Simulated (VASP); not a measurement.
Runs of VASP 6.6.1 on C. The structure is that of space group Fd-3m (No. 227), or close to it. The cells are those of the table. 

| task | potentials or basis | cell | k mesh | cutoff (eV) | smearing | second run | gap on the mesh (eV) | pressure (GPa) | relaxed volume (Å³/atom) |
| --- | --- | --- | --- | --- | --- | --- | --- | --- | --- |
| single point | VASP PAW PBE potentials, release 64 (C) | a = 2.522 Å, angles 60.0°, 2 atoms | 8 × 8 × 8 | 600 | gaussian 0.1 eV | - | 4.00 | (a) | - |
| single point | VASP PAW PBE potentials, release 64 (C) | a = 2.513 Å, angles 60.0°, 2 atoms | 12 × 12 × 12 | 600 | gaussian 0.01 eV | - | 4.06 | (b) | - |
| relaxation of cell and atoms | VASP PAW PBE potentials, release 64 (C) | relaxed from a = 2.513 Å, angles 60.0°, 2 atoms | 12 × 12 × 12 | 600 | gaussian 0.01 eV | - | 4.06 | 0.0 | 5.62 |
| relaxation of cell and atoms | VASP PAW PBE potentials, release 64 (C) | relaxed from a = 2.522 Å, angles 60.0°, 2 atoms | 12 × 12 × 12 | 600 | gaussian 0.02 eV | - | 4.06 | 0.0 | 5.62 |
| single point | VASP PAW PBE potentials, release 64 (C_h) | a = 2.513 Å, angles 60.0°, 2 atoms | 12 × 12 × 12 | 910 | gaussian 0.02 eV | hard_potentials | 4.07 | 0.0 | - |
| single point | VASP PAW PBE potentials, release 64 (C) | a = 2.513 Å, angles 60.0°, 2 atoms | 12 × 12 × 12 | 520 | gaussian 0.02 eV | - | 4.06 | 1.1 | - |

Alike in all rows: level PBEsol; no spin polarisation.

Task: Estimate the missing entries.

Result: (a) -4.4; (b) 0.4.

Caveats: the PAW data sets were made with another functional, which shifts forces and pressure a little; the cutoff is under 1.25 times the usual one of these potentials, so pressure, stress and relaxed cells hold a basis-set (Pulay) error (some runs).

A k mesh can miss the band edges.
